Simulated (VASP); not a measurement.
A run of VASP 6.6.1 is set up as follows.

The input INCAR:

```
SYSTEM = Ti4Se
PREC = Accurate
ENCUT = 520
EDIFF = 1E-7
ISMEAR = 0
SIGMA = 0.1
LREAL = .FALSE.
LASPH = .TRUE.
NELM = 100
ALGO = Normal
ISIF = 2
LWAVE = .FALSE.
LCHARG = .FALSE.
GGA = PE
NBANDS = 35
```

The input KPOINTS:

```
Automatic mesh
0
G
  10 10 10
  0 0 0
```

Contents of POSCAR:

```
Ti4Se
1.0
    0.0000000000      3.7377255009      3.7377255009
    3.7377255009      0.0000000000      3.7377255009
    3.7377255009      3.7377255009      0.0000000000
Ti Se
4 1
Direct
    0.3756305322      0.8731084035      0.3756305322
    0.3756305322      0.3756305322      0.3756305322
    0.8731084035      0.3756305322      0.3756305322
    0.3756305322      0.3756305322      0.8731084035
    0.0000000000      0.0000000000      0.0000000000
```

Potentials or basis: VASP PAW PBE potentials, release 64 (Ti_sv, Se).

The run is started by

```sh
$ cat potpaw_PBE.64/Ti_sv/POTCAR potpaw_PBE.64/Se/POTCAR > POTCAR
$ mpirun -np 1 vasp_std > vasp.out
```

(1) Estimate the pressure.

(2) Estimate the largest force.

(3) Predict the band gap on the k mesh.

Answers

(1) -0.1 GPa.

(2) 0.006 eV/Å.

(3) zero (band 27 reaches 6.62 eV, above the bottom of band 28 at 6.41 eV).
